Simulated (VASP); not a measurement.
A run of VASP 6.6.1:

File INCAR:

```
PREC = Accurate
ENCUT = 600
EDIFF = 1E-8
ISMEAR = 0
SIGMA = 0.01
LREAL = False
LASPH = True
NELM = 60
ALGO = Normal
ISIF = 3
LWAVE = False
LCHARG = True
GGA = PS
IBRION = 6
NFREE = 2
POTIM = 0.015
NSW = 1
```

KPOINTS

```
Automatic mesh
0
Gamma
  6 6 6
```

POSCAR

```
CdTe
1.0
    0.0000000000      3.0732226112      3.0732226112
    3.0732226112      0.0000000000      3.0732226112
    3.0732226112      3.0732226112      0.0000000000
Cd Te
1 1
Direct
    0.0000000000      0.0000000000      0.0000000000
    0.7500000000      0.7500000000      0.7500000000
```

Potentials or basis: VASP PAW PBE potentials, release 64 (Cd, Te).

The run is started by

```console
$ cat potpaw_PBE.64/Cd/POTCAR potpaw_PBE.64/Te/POTCAR > POTCAR
$ mpirun -np 1 vasp_std > vasp.out
```

Hardware: 1 thread of Intel Xeon 8259CL, with other jobs on the host.

Problem. How long does it take, and how much memory?

Solution. Run time: 11 min on 1 thread of Intel Xeon 8259CL, on a shared host, peak memory 0.29 GiB. Counts: scf iterations 178, k points 16.
